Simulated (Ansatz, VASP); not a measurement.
**Be in VASP and in Ansatz**

File INCAR:

```
  ALGO = Normal
  EDIFF = 1E-7
  ENCUT = 520
  GGA = PS
  ISIF = 2
  ISMEAR = -1
  LASPH = True
  LCHARG = True
  LELF = True
  LREAL = False
  LVHAR = True
  LWAVE = False
  NBANDS = 7
  NELM = 80
  PREC = Accurate
  SIGMA = 0.1
```

File KPOINTS:

```
k-points
0
Gamma
  28 28 28
```

The input POSCAR:

```
Be
1.0
    0.0000000000      1.5084075285      1.5084075285
    1.5084075285      0.0000000000      1.5084075285
    1.5084075285      1.5084075285      0.0000000000
Be
1
Direct
    0.0000000000      0.0000000000      0.0000000000
```

Input for Ansatz:

```yaml
crystal:
  lattice:
    - [0.0, 1.5084075285, 1.5084075285]
    - [1.5084075285, 0.0, 1.5084075285]
    - [1.5084075285, 1.5084075285, 0.0]
  atoms:
    - { symbol: Be, position: [0.0, 0.0, 0.0] }
hamiltonian:
  xc: pbesol
  pseudopotentials:
    kind: paw
    azcp:
      Be: "pseudopotentials/Be.paw.azcp"
basis:
  ecutwfc: 420
  fft_grid_basis: typed
kpoints:
  mp_grid: { grid: [28, 28, 28], shift: [0, 0, 0] }
magnetization:
  spin_polarized: false
scf:
  occupations: { method: fermi_dirac, width: 0.1 }
output:
  stress: true
  write_density: true
  write_potential: true
  elf: true
  volumetric_format: npy
```

Alike in both runs: task single point; functional PBEsol; k mesh 28 × 28 × 28; occupations fermi-dirac, width 0.1 eV; no spin polarisation.

|  | VASP | Ansatz |
| --- | --- | --- |
| version | VASP 6.6.1 | Ansatz 0.2.0 |
| potentials or method | VASP PAW PBE potentials, release 64 (Be), cutoff 520 eV | plane waves (420 eV) with PAW, scalar-relativistic |
| valence electrons in the cell | 2 | 2 |

Ansatz gave:

| Property | Result |
| --- | --- |
| pressure (GPa) | 19.4 |

What did VASP give for the same quantities?

Pressure (GPa): 19.9.

VASP's potentials were made for PBE, not for PBEsol, and Ansatz warns of the same on its side.
